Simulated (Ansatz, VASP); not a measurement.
**Two plane-wave programs on C**

```xyz
16
Lattice="5.1799 0.3112 -0.0911 0.2942 4.7782 -0.0355 -0.0885 -0.0411 5.4531" Properties=species:S:1:pos:R:3 pbc="T T T"
C     2.8477    1.3353    3.8794
C     4.6750    3.3815    1.5878
C     0.1799    0.1202    3.2728
C     1.1494    0.5488    2.3671
C     3.8876    3.7075    3.8565
C     4.7881    4.1447    2.8361
C     3.8947    2.2531    4.1239
C     2.0939    2.6098    1.7399
C     0.6796    1.4102    0.1468
C     1.3707    0.3750    0.8778
C     3.1819    4.7084    4.5015
C     5.1009    1.4505    4.3250
C     2.0652    1.5660    2.7483
C     3.1729    3.3011    1.1679
C     2.6978    4.4148    0.3172
C     0.6295    2.5644    1.0706
```

Alike in both runs: functional PBE; k mesh 3 × 3 × 3; occupations gaussian, width 0.1 eV; no spin polarisation.

Ansatz relaxed the structure, and its values are those at the end. VASP's run is a single point on that final structure, the one shown.

```csv
,VASP,Ansatz
version,VASP 6.6.1,Ansatz 0.2.0
potentials or method,"VASP PAW PBE potentials, release 64 (C), cutoff 520 eV","scalar-relativistic, plane waves, PAW"
valence electrons in the cell,64,64
```

```csv
,VASP,Ansatz,Ansatz less VASP
gap on the k mesh at the Fermi level (eV),none,none,-
rms of the force components (eV/Å),0.016,0.007,-0.0090
```

A gap of «none» marks a metal or a gap that the smearing closes.

The k mesh is coarse, so the values compare programs but aren't converged.
